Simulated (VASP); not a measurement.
The system is MgZn3Se3S.

```xyz
16
Lattice="-0.0822 -0.0991 -6.6663 0.0955 -7.1061 -0.1052 -8.2887 0.1098 -0.1004" Properties=species:S:1:pos:R:3 pbc="T T T"
Mg   -4.1306   -5.9809   -3.4924
Mg   -0.0031   -1.0685   -0.0871
Zn   -2.1168   -2.3984   -3.4063
Zn   -6.1940   -2.2775   -3.4705
Zn    0.0776   -5.9470   -3.3383
Zn   -6.1905   -4.6533   -0.1516
Zn   -1.9246   -4.7816   -0.0903
Zn   -4.2173   -1.2943   -6.6356
Se    0.0346   -1.2573   -4.1409
Se   -1.9892   -4.7494   -4.2433
Se   -6.2741   -4.6289   -4.3217
Se   -4.1269   -6.0324   -0.8435
Se   -2.1450   -2.3261   -0.9357
Se   -6.1671   -2.2962   -1.0828
S    -4.1830   -1.3222   -4.2473
S     0.0882   -5.7700   -0.9546
```

| Quantity | Value |
| --- | --- |
| Program | VASP 6.6.1 |
| Task | relaxation of cell and atoms |
| Functional | PBE |
| Potentials or basis | VASP PAW PBE potentials, release 64 (Mg, Zn, Se, S) |
| Cutoff | 600 eV |
| k mesh | 2 × 2 × 2 |
| Occupations | gaussian, width 0.1 eV |
| Spin | no spin polarisation |

At the start: pressure -1.9 GPa; volume 24.53 Å³/atom.

Task: How do energy, volume and symmetry change on relaxing?

Result: Over 17 steps the energy falls by 25.5 meV/atom and the volume is 23.53 Å³/atom (-4.1 %); space group P1 (No. 1, to 0.1 Å) before, Pmn2_1 (No. 31, to 0.1 Å).

Step by step:
```csv
step,energy change (eV),largest force (eV/Å),pressure (GPa),volume (Å³)
1,0.0000,1.0400,-1.89,392.43
2,-0.2979,0.5620,0.09,376.17
3,-0.3191,0.4085,0.91,370.78
4,-0.3772,0.1459,0.19,375.20
5,-0.3827,0.2143,-0.11,377.19
6,-0.3932,0.1669,-0.06,376.85
7,-0.3984,0.1188,0.00,376.43
8,-0.4033,0.0678,0.02,376.28
9,-0.4038,0.0775,0.03,376.22
10,-0.4056,0.0506,-0.02,376.52
11,-0.4062,0.0428,-0.06,376.80
12,-0.4075,0.0314,0.04,376.17
13,-0.4076,0.0302,0.11,375.81
14,-0.4082,0.0253,0.01,376.44
15,-0.4082,0.0269,-0.03,376.63
16,-0.4082,0.0266,-0.01,376.54
17,-0.4084,0.0147,-0.01,376.52
```

Final structure:
```
CELL_PARAMETERS angstrom
0.00074 0.00180 -6.61229
-0.00013 -7.02232 0.00102
-8.10873 -0.00087 0.00077
ATOMIC_POSITIONS crystal
Mg 0.50520 0.84997 0.49944
Mg 0.00557 0.15061 0.00087
Zn 0.50451 0.33114 0.25618
Zn 0.50465 0.33090 0.74269
Zn 0.48708 0.82457 0.99945
Zn 0.00460 0.66863 0.75723
Zn 0.00453 0.66896 0.24342
Zn 0.98642 0.17486 0.50056
Se 0.61288 0.15919 0.99975
Se 0.62879 0.66371 0.24465
Se 0.62875 0.66365 0.75447
Se 0.11272 0.84057 0.50028
Se 0.12879 0.33668 0.25589
Se 0.12870 0.33618 0.74537
S 0.62824 0.18123 0.49949
S 0.12856 0.81915 0.00027
```

Caveat: the k points lie up to 0.48 Å⁻¹ apart in the final cell.
